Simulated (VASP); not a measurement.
# CuCl2 (P4/mmm) in VASP: notebook

Runs on CuCl2. Level: r2SCAN. Tasks: single point.

Program: VASP 6.6.1. These are calculated values, not measurements. Logs are shortened: lines on timing, memory, paths and dates and some standing lists are left out, and cuts for length are marked.

## 1. The cell of the first run

It takes space group P4/mmm (No. 123, tetragonal). The conventional cell has a = 4.428 Å, b = 4.428 Å, c = 4.230 Å, α = 90.00°, β = 90.00°, γ = 90.00°. Cu (site symmetry 4/mmm) has 4 Cl at 2.21 Å within 2.9 Å. Within 2.9 Å of Cl (site symmetry mmm) lie 2 Cu at 2.21 Å.

## 2. Single point, r2SCAN

The input, POSCAR:

```
CuCl2
1.0
    4.4283639832      0.0000000000      0.0000000000
    0.0000000000      4.4283639832      0.0000000000
    0.0000000000      0.0000000000      4.2295706966
Cu Cl
1 2
Direct
    0.0000000000      0.0000000000      0.0000000000
    0.5000000000      0.0000000000      0.0000000000
    0.0000000000      0.5000000000      0.0000000000
```

The input, INCAR.step1:

```
SYSTEM = CuCl2
PREC = Accurate
ENCUT = 520
ISMEAR = 1
SIGMA = 0.15
LREAL = .False.
LASPH = .True.
NELM = 100
NBANDS = 20
GGA = PE
ALGO = Normal
EDIFF = 1E-4
LWAVE = .True.
LCHARG = .False.
```

The input, INCAR.step2:

```
SYSTEM = CuCl2
PREC = Accurate
ENCUT = 520
EDIFF = 1E-6
ISMEAR = 1
SIGMA = 0.15
LREAL = .False.
LASPH = .True.
NELM = 100
ALGO = Normal
ISIF = 2
LWAVE = .False.
LCHARG = .False.
METAGGA = R2SCAN
LMIXTAU = .True.
NBANDS = 20
ISTART = 1
```

The input, KPOINTS:

```
Automatic mesh
0
Gamma
  7 7 7
  0 0 0
```

Potentials or basis: VASP PAW PBE potentials, release 64 (Cu, Cl).

Launch:

```bash
$ cat potpaw_PBE.64/Cu/POTCAR potpaw_PBE.64/Cl/POTCAR > POTCAR
$ cp INCAR.step1 INCAR
$ mpirun -np 1 vasp_std > vasp.out
$ cp INCAR.step2 INCAR
$ mpirun -np 1 vasp_std > vasp.out
```

OUTCAR:

```text
SYSTEM = CuCl2
   PREC = Accurate
   ENCUT = 520
   EDIFF = 1E-6
   ISMEAR = 1
   LREAL = .False.
   LASPH = .True.
   NELM = 100
   ISIF = 2
   METAGGA = R2SCAN
   ISTART = 1

 ion  position               nearest neighbor table
   1  0.000  0.000  0.000-   2 2.21   3 2.21   3 2.21   2 2.21
   2  0.500  0.000  0.000-   1 2.21   1 2.21
   3  0.000  0.500  0.000-   1 2.21   1 2.21

  LATTYP: Found a simple tetragonal cell.
 ALAT       =     4.4283639832
 C/A-ratio  =     0.9551090905

  Lattice vectors:

 A1 = (   4.4283639832,   0.0000000000,   0.0000000000)
 A2 = (   0.0000000000,   4.4283639832,   0.0000000000)
 A3 = (   0.0000000000,   0.0000000000,   4.2295706966)

Analysis of symmetry for initial positions (statically):
=====================================================================
 Subroutine PRICEL returns:
 Original cell was already a primitive cell.

 Routine SETGRP: Setting up the symmetry group for a
 simple tetragonal supercell.

 Subroutine GETGRP returns: Found 16 space group operations
 (whereof 16 operations were pure point group operations)
 out of a pool of 16 trial point group operations.

The static configuration has the point symmetry D_4h.

Analysis of symmetry for dynamics (positions and initial velocities):
=====================================================================
 Subroutine PRICEL returns:
 Original cell was already a primitive cell.

 Routine SETGRP: Setting up the symmetry group for a
 simple tetragonal supercell.

 Subroutine GETGRP returns: Found 16 space group operations
 (whereof 16 operations were pure point group operations)
 out of a pool of 16 trial point group operations.

The dynamic configuration has the point symmetry D_4h.

 Subroutine INISYM returns: Found 16 space group operations
 (whereof 16 operations are pure point group operations),
 and found     1 'primitive' translations

----------------------------------------------------------------------------------------

                                     Primitive cell

  volume of cell :      82.9436

  direct lattice vectors                    reciprocal lattice vectors
     4.428363983  0.000000000  0.000000000     0.225817029  0.000000000  0.000000000
     0.000000000  4.428363983  0.000000000     0.000000000  0.225817029  0.000000000
     0.000000000  0.000000000  4.229570697     0.000000000  0.000000000  0.236430615

  length of vectors
     4.428363983  4.428363983  4.229570697     0.225817029  0.225817029  0.236430615

  position of ions in fractional coordinates (direct lattice)
     0.000000000  0.000000000  0.000000000
     0.500000000  0.000000000  0.000000000
     0.000000000  0.500000000  0.000000000

  ion indices of the primitive-cell ions
   primitive index   ion index
                 1           1
                 2           2
                 3           3

----------------------------------------------------------------------------------------

 KPOINTS: Automatic mesh

Automatic generation of k-mesh.
 Grid dimensions read from file:
 generate k-points for:    7    7    7

 Generating k-lattice:

  Cartesian coordinates                     Fractional coordinates (reciprocal lattice)
     0.032259576  0.000000000  0.000000000     0.142857143  0.000000000  0.000000000
     0.000000000  0.032259576  0.000000000     0.000000000  0.142857143  0.000000000
     0.000000000  0.000000000  0.033775802     0.000000000  0.000000000  0.142857143

  Length of vectors
     0.032259576  0.032259576  0.033775802

  Shift w.r.t. Gamma in fractional coordinates (k-lattice)
     0.000000000  0.000000000  0.000000000

 Subroutine IBZKPT returns following result:
 ===========================================

 Found     40 irreducible k-points:

 Following reciprocal coordinates:
            Coordinates               Weight
  0.000000  0.000000  0.000000      1.000000
  0.142857  0.000000  0.000000      4.000000
  0.285714  0.000000  0.000000      4.000000
  0.428571  0.000000  0.000000      4.000000
  0.142857  0.142857  0.000000      4.000000
  0.285714  0.142857  0.000000      8.000000
[... 16 lines left out ...]
  0.285714  0.000000  0.285714      8.000000
  0.428571  0.000000  0.285714      8.000000
 [... further k-points ...]
   k-points           NKPTS =     40   k-points in BZ     NKDIM =     40   number of bands    NBANDS=     20
   number of dos      NEDOS =    301   number of ions     NIONS =      3
   total plane-waves  NPLWV =  41472
   dimension x,y,z NGX =    36 NGY =   36 NGZ =   32
   dimension x,y,z NGXF=    72 NGYF=   72 NGZF=   64
   ions per type =               1   2
   NGX,Y,Z   is equivalent  to a cutoff of  13.51, 13.51, 12.58 a.u.
   NGXF,Y,Z  is equivalent  to a cutoff of  27.03, 27.03, 25.16 a.u.
 SYSTEM =  CuCl2
   PREC   = accura    normal or accurate (medium, high low for compatibility)
   ISTART =      1    job   : 0-new  1-cont  2-samecut
   ICHARG =      0    charge: 1-file 2-atom 10-const
[... 84 lines left out ...]
     20      11.9101      0.00000

 k-point     3 :       0.2857    0.0000    0.0000
  band No.  band energies     occupation
      1     -16.0430      2.00000
      2     -15.1991      2.00000
      3      -5.7793      2.00000
      4      -4.7024      2.00000
      5      -3.5189      2.00000
      6      -3.3504      2.00000
[... 12 lines left out ...]
     19      11.1647      0.00000
     20      12.2688      0.00000

 k-point     4 :       0.4286    0.0000    0.0000
  band No.  band energies     occupation
      1     -15.7807      2.00000
      2     -15.4275      2.00000
      3      -6.1314      2.00000
      4      -4.4776      2.00000
      5      -3.8323      2.00000
      6      -3.4715      2.00000
[... 12 lines left out ...]
     19      11.8148      0.00000
     20      12.0872      0.00000

 k-point     5 :       0.1429    0.1429    0.0000
  band No.  band energies     occupation
      1     -16.1706      2.00000
      2     -15.0897      2.00000
      3      -5.3895      2.00000
      4      -5.0197      2.00000
      5      -3.4550      2.00000
      6      -3.2026      2.00000
[... 12 lines left out ...]
     19      10.8679      0.00000
     20      12.1240      0.00000

 k-point     6 :       0.2857    0.1429    0.0000
  band No.  band energies     occupation
      1     -15.9845      2.00000
      2     -15.2202      2.00000
      3      -5.9063      2.00000
      4      -4.9850      2.00000
      5      -3.8788      2.00000
      6      -3.3512      2.00000
[... 12 lines left out ...]
     19      11.3252      0.00000
     20      12.1193      0.00000

 k-point     7 :       0.4286    0.1429    0.0000
  band No.  band energies     occupation
      1     -15.7363      2.00000
      2     -15.4236      2.00000
      3      -6.2734      2.00000
      4      -4.8785      2.00000
      5      -4.1964      2.00000
      6      -3.4668      2.00000
[... 12 lines left out ...]
     19      11.0719      0.00000
     20      11.8425      0.00000
[... 277 lines left out ...]
 k-point    20 :       0.4286    0.4286    0.1429
  band No.  band energies     occupation
      1     -15.5051      2.00000
      2     -15.4342      2.00000
      3      -7.0992      2.00000
      4      -5.4049      2.00000
      5      -4.9810      2.00000
      6      -3.5084      2.00000
[... 12 lines left out ...]
     19       9.8395      0.00000
     20      10.0430      0.00000

 k-point    21 :       0.0000    0.0000    0.2857
  band No.  band energies     occupation
      1     -16.2790      2.00000
      2     -14.9759      2.00000
      3      -4.8978      2.00000
      4      -4.8978      2.00000
      5      -3.5363      2.00000
      6      -3.0956      2.00000
[... 12 lines left out ...]
     19      10.5086      0.00000
     20      10.7984      0.00000

 k-point    22 :       0.1429    0.0000    0.2857
  band No.  band energies     occupation
      1     -16.2086      2.00000
      2     -15.0270      2.00000
      3      -5.2049      2.00000
      4      -4.8372      2.00000
      5      -3.5597      2.00000
      6      -3.2166      2.00000
[... 12 lines left out ...]
     19      10.7461      0.00000
     20      11.5578      0.00000

 k-point    23 :       0.2857    0.0000    0.2857
  band No.  band energies     occupation
      1     -16.0144      2.00000
      2     -15.1778      2.00000
      3      -5.7495      2.00000
      4      -4.6664      2.00000
      5      -3.6191      2.00000
      6      -3.5086      2.00000
[... 12 lines left out ...]
     19      11.3989      0.00000
     20      11.6370      0.00000

 k-point    24 :       0.4286    0.0000    0.2857
  band No.  band energies     occupation
      1     -15.7543      2.00000
      2     -15.4035      2.00000
      3      -6.1041      2.00000
      4      -4.4441      2.00000
      5      -3.8174      2.00000
      6      -3.6706      2.00000
[... 12 lines left out ...]
     19      11.3664      0.00000
     20      11.9870      0.00000

 [... further k-points ...]

------------------------ aborting loop because EDIFF is reached ----------------------------------------

  FORCE on cell =-STRESS in cart. coord.  units (eV):
  Direction    XX          YY          ZZ          XY          YZ          ZX
  --------------------------------------------------------------------------------------
  -------------------------------------------------------------------------------------
  Total        1.3913598      1.3913598     -0.1542730      0.0000000      0.0000000      0.0000000
  in kB       26.8761552     26.8761552     -2.9800093      0.0000000      0.0000000      0.0000000
  external PRESSURE =      16.9241004 kB  Pullay stress =       0.0000000 kB

 VOLUME and BASIS-vectors are now :
 -----------------------------------------------------------------------------
  energy-cutoff  :      520.00
  volume of cell :       82.94
      direct lattice vectors                 reciprocal lattice vectors
     4.428363983  0.000000000  0.000000000     0.225817029  0.000000000  0.000000000
     0.000000000  4.428363983  0.000000000     0.000000000  0.225817029  0.000000000
     0.000000000  0.000000000  4.229570697     0.000000000  0.000000000  0.236430615

 POSITION                                       TOTAL-FORCE (eV/Angst)
 -----------------------------------------------------------------------------------
      0.00000      0.00000      0.00000         0.000000      0.000000      0.000000
      2.21418      0.00000      0.00000         0.000000      0.000000      0.000000
      0.00000      2.21418      0.00000         0.000000      0.000000      0.000000
 -----------------------------------------------------------------------------------
    total drift:                               -0.000000     -0.000000     -0.000000

  FREE ENERGIE OF THE ION-ELECTRON SYSTEM (eV)
  ---------------------------------------------------
  free  energy   TOTEN  =       -24.1820139726 eV

  energy  without entropy=      -24.1693189674  energy(sigma->0) =      -24.17778230
```

It took 96 s on 1 thread of Intel Xeon 6975P-C (Granite Rapids), shared host; peak memory 0.23 GiB.

Results:

* Free energy: -24.1820 eV
* Pressure: 1.7 GPa
* Band gap on the k mesh: zero (an odd number of electrons rules out a gap without spin polarisation)

Stress tensor (GPa, compression positive):
```
 2.69  0.00  0.00
 0.00  2.69  0.00
 0.00  0.00 -0.30
```

Caveat: the PAW data sets were made with another functional, which shifts forces and pressure a little; an odd number of electrons without spin polarisation forces a metal; a magnetic or distorted state may lie lower. With open d or f shells a metallic result of r2SCAN can be an artefact of self-interaction; +U or a hybrid may open a gap.

## 3. Single point, r2SCAN

This run uses another cell than the first one, of 28.24 Å³/atom.

The input, POSCAR:

```
CuCl2
1.0
    4.4595506726      0.0000000000      0.0000000000
    0.0000000000      4.4595506726      0.0000000000
    0.0000000000      0.0000000000      4.2593573872
Cu Cl
1 2
Direct
    0.0000000000      0.0000000000      0.0000000000
    0.5000000000      0.0000000000      0.0000000000
    0.0000000000      0.5000000000      0.0000000000
```

The input, INCAR.step1:

```
PREC = Accurate
ENCUT = 520
ISMEAR = 1
SIGMA = 0.15
LREAL = F
LASPH = T
NELM = 80
NBANDS = 20
GGA = PE
ALGO = Normal
EDIFF = 1E-4
LWAVE = T
LCHARG = F
```

The input, INCAR.step2:

```
PREC = Accurate
ENCUT = 520
EDIFF = 1E-6
ISMEAR = 1
SIGMA = 0.15
LREAL = F
LASPH = T
NELM = 80
ALGO = Normal
ISIF = 2
LWAVE = F
LCHARG = F
METAGGA = R2SCAN
LMIXTAU = T
NBANDS = 20
ISTART = 1
```

The input, KPOINTS:

```
regular mesh
0
Gamma
  7 7 7
```

Potentials or basis: VASP PAW PBE potentials, release 64 (Cu, Cl).

Launch:

```bash
$ cat potpaw_PBE.64/Cu/POTCAR potpaw_PBE.64/Cl/POTCAR > POTCAR
$ cp INCAR.step1 INCAR
$ mpirun -np 1 vasp_std > vasp.out
$ cp INCAR.step2 INCAR
$ mpirun -np 1 vasp_std > vasp.out
```

Wall time 1.7 min (1 thread of Intel Xeon 6975P-C (Granite Rapids), shared host); peak memory 0.23 GiB.

The run converged. Its results:

```
Free energy            : -24.1964 eV
Pressure               : 0.8 GPa
Band gap on the k mesh : zero (an odd number of electrons rules out a gap without spin polarisation)
```

Stress tensor (GPa, compression positive):
```
 1.28  0.00  0.00
 0.00  1.28  0.00
 0.00  0.00 -0.29
```

Levels at points of the mesh, in eV from the Fermi level:
| k point | band 9 | band 10 | band 11 | band 12 | band 13 | band 14 | band 15 | band 16 | band 17 | band 18 |
| --- | --- | --- | --- | --- | --- | --- | --- | --- | --- | --- |
| (0.00, 0.00, 0.00) | -1.78 | -1.69 | -1.02 | -0.83 | -0.83 | 3.31 | 6.64 | 10.08 | 11.02 | 11.38 |

Caveat: the PAW data sets were made with another functional, which shifts forces and pressure a little; an odd number of electrons without spin polarisation forces a metal; a magnetic or distorted state may lie lower. With open d or f shells a metallic result of r2SCAN can be an artefact of self-interaction; +U or a hybrid may open a gap.

## 4. Single point, r2SCAN

This run uses another cell than the first one, of 28.82 Å³/atom.

The input, POSCAR:

```
CuCl2
1.0
    4.4903071663      0.0000000000      0.0000000000
    0.0000000000      4.4903071663      0.0000000000
    0.0000000000      0.0000000000      4.2887331940
Cu Cl
1 2
Direct
    0.0000000000      0.0000000000      0.0000000000
    0.5000000000      0.0000000000      0.0000000000
    0.0000000000      0.5000000000      0.0000000000
```

The input, INCAR.step1:

```
PREC = Accurate ; ENCUT = 520
ISMEAR = 1 ; SIGMA = 0.15
LREAL = F ; LASPH = T
NELM = 80 ; NBANDS = 20
GGA = PE ; ALGO = Normal
EDIFF = 1E-4 ; LWAVE = T
LCHARG = F
```

The input, INCAR.step2:

```
PREC = Accurate ; ENCUT = 520
EDIFF = 1E-7 ; ISMEAR = 1
SIGMA = 0.15 ; LREAL = F
LASPH = T ; NELM = 80
ALGO = Normal ; ISIF = 2
LWAVE = F ; LCHARG = F
METAGGA = R2SCAN ; LMIXTAU = T
NBANDS = 20 ; ISTART = 1
```

The input, KPOINTS:

```
Automatic mesh
0
Gamma
  7 7 7
```

Launch:

```bash
$ cat potpaw_PBE.64/Cu/POTCAR potpaw_PBE.64/Cl/POTCAR > POTCAR
$ cp INCAR.step1 INCAR
$ mpirun -np 1 vasp_std > vasp.out
$ cp INCAR.step2 INCAR
$ mpirun -np 1 vasp_std > vasp.out
```

Run time: 1.9 min. Hardware: 1 thread of Intel Xeon 6975P-C (Granite Rapids), shared host; peak memory 0.23 GiB.

The run converged. Its results:

- Free energy: -24.2011 eV
- Pressure: -0.1 GPa
- Band gap on the k mesh: zero (an odd number of electrons rules out a gap without spin polarisation)

Stress tensor (GPa, compression positive):
```
 0.05  0.00  0.00
 0.00  0.05  0.00
 0.00  0.00 -0.27
```

Levels at points of the mesh, in eV from the Fermi level:
| k point | band 9 | band 10 | band 11 | band 12 | band 13 | band 14 | band 15 | band 16 | band 17 | band 18 |
| --- | --- | --- | --- | --- | --- | --- | --- | --- | --- | --- |
| (0.00, 0.00, 0.00) | -1.73 | -1.63 | -0.98 | -0.80 | -0.80 | 3.28 | 6.69 | 10.09 | 11.04 | 11.28 |

Caveat: the PAW data sets were made with another functional, which shifts forces and pressure a little; an odd number of electrons without spin polarisation forces a metal; a magnetic or distorted state may lie lower.

## 5. Single point, r2SCAN

This run uses another cell than the first one, of 29.41 Å³/atom.

The input, POSCAR:

```
CuCl2
1.0
    4.5206480000      0.0000000000      0.0000000000
    0.0000000000      4.5206480000      0.0000000000
    0.0000000000      0.0000000000      4.3177120000
Cu Cl
1 2
Direct
    0.0000000000      0.0000000000      0.0000000000
    0.5000000000      0.0000000000      0.0000000000
    0.0000000000      0.5000000000      0.0000000000
```

The input, INCAR.step1:

```
PREC = Accurate
ENCUT = 520
ISMEAR = 1
SIGMA = 0.15
LREAL = False
LASPH = True
NELM = 60
NBANDS = 20
GGA = PE
ALGO = Normal
EDIFF = 1E-4
LWAVE = True
LCHARG = False
```

The input, INCAR.step2:

```
PREC = Accurate
ENCUT = 520
EDIFF = 1E-7
ISMEAR = 1
SIGMA = 0.15
LREAL = False
LASPH = True
NELM = 60
ALGO = Normal
ISIF = 2
LWAVE = False
LCHARG = False
METAGGA = R2SCAN
LMIXTAU = True
NBANDS = 20
ISTART = 1
```

The input, KPOINTS:

```
regular mesh
0
Gamma
  7 7 7
```

Launch:

```bash
$ cat potpaw_PBE.64/Cu/POTCAR potpaw_PBE.64/Cl/POTCAR > POTCAR
$ cp INCAR.step1 INCAR
$ mpirun -np 1 vasp_std > vasp.out
$ cp INCAR.step2 INCAR
$ mpirun -np 1 vasp_std > vasp.out
```

Wall time 1.7 min (1 thread of Intel Xeon 6975P-C (Granite Rapids), shared host); peak memory 0.23 GiB.

The run converged. Its results:

* Free energy: -24.1971 eV
* Pressure: -0.8 GPa
* Band gap on the k mesh: zero (an odd number of electrons rules out a gap without spin polarisation)

Stress tensor (GPa, compression positive):
```
-1.06  0.00  0.00
 0.00 -1.06  0.00
 0.00  0.00 -0.28
```

Levels at points of the mesh, in eV from the Fermi level:
| k point | band 9 | band 10 | band 11 | band 12 | band 13 | band 14 | band 15 | band 16 | band 17 | band 18 |
| --- | --- | --- | --- | --- | --- | --- | --- | --- | --- | --- |
| (0.00, 0.00, 0.00) | -1.68 | -1.57 | -0.95 | -0.77 | -0.77 | 3.25 | 6.74 | 10.10 | 11.06 | 11.18 |

Caveat: the PAW data sets were made with another functional, which shifts forces and pressure a little; an odd number of electrons without spin polarisation forces a metal; a magnetic or distorted state may lie lower.

## 6. Overview

| cell | gap on the mesh (eV) | pressure (GPa) |
| --- | --- | --- |
| a = 4.428, b = 4.428, c = 4.230 Å, 3 atoms | none | 1.7 |
| a = 4.460, b = 4.460, c = 4.259 Å, 3 atoms | none | 0.8 |
| a = 4.490, b = 4.490, c = 4.289 Å, 3 atoms | none | -0.1 |
| a = 4.521, b = 4.521, c = 4.318 Å, 3 atoms | none | -0.8 |

Alike in all rows: task single point; level r2SCAN; potentials or basis VASP PAW PBE potentials, release 64 (Cu, Cl); no spin polarisation; k mesh 7 × 7 × 7; cutoff (eV) 520; smearing methfessel-paxton 0.15 eV.

Caveats: the PAW data sets were made with another functional, which shifts forces and pressure a little; an odd number of electrons without spin polarisation forces a metal; a magnetic or distorted state may lie lower.

Absolute energies hang on the potentials; compare differences alone.
